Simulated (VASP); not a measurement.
A run of VASP 6.6.1:

Contents of INCAR:

```
PREC     = Accurate       # precision mode
ENCUT    = 520            # plane-wave cutoff, eV
EDIFF    = 1E-6           # SCF threshold, eV
ISMEAR   = 0              # smearing method
SIGMA    = 0.02           # smearing width, eV
LREAL    = False          # projectors in reciprocal space
LASPH    = True           # aspherical terms in the spheres
NELM     = 60             # most SCF steps
ALGO     = Normal         # electronic algorithm
ISIF     = 2              # what is computed and relaxed
LWAVE    = False          # write WAVECAR
LCHARG   = True           # write CHGCAR
GGA      = PS             # functional
LELF     = True           # ELF
LVHAR    = True         
NBANDS   = 9              # bands
```

Contents of KPOINTS:

```
regular mesh
0
Gamma
  10 10 10
```

The input POSCAR:

```
Se
1.0
    2.8835970965      0.0000000000      0.0000000000
    0.0000000000      2.8835970965      0.0000000000
    0.0000000000      0.0000000000      2.8835970965
Se
1
Direct
    0.0000000000      0.0000000000      0.0000000000
```

Potentials or basis: VASP PAW PBE potentials, release 64 (Se).

The run is started by

```sh
$ cat potpaw_PBE.64/Se/POTCAR > POTCAR
$ mpirun -np 1 vasp_std > vasp.out
```

Hardware: 1 thread of Intel Xeon 8259CL, with other jobs on the host.

**Question.** Estimate the wall time of this run.

**Answer.** Run time: 12 s on 1 thread of Intel Xeon 8259CL, with other jobs on the host, peak memory 0.14 GiB. Counts: scf iterations 9, k points 56.
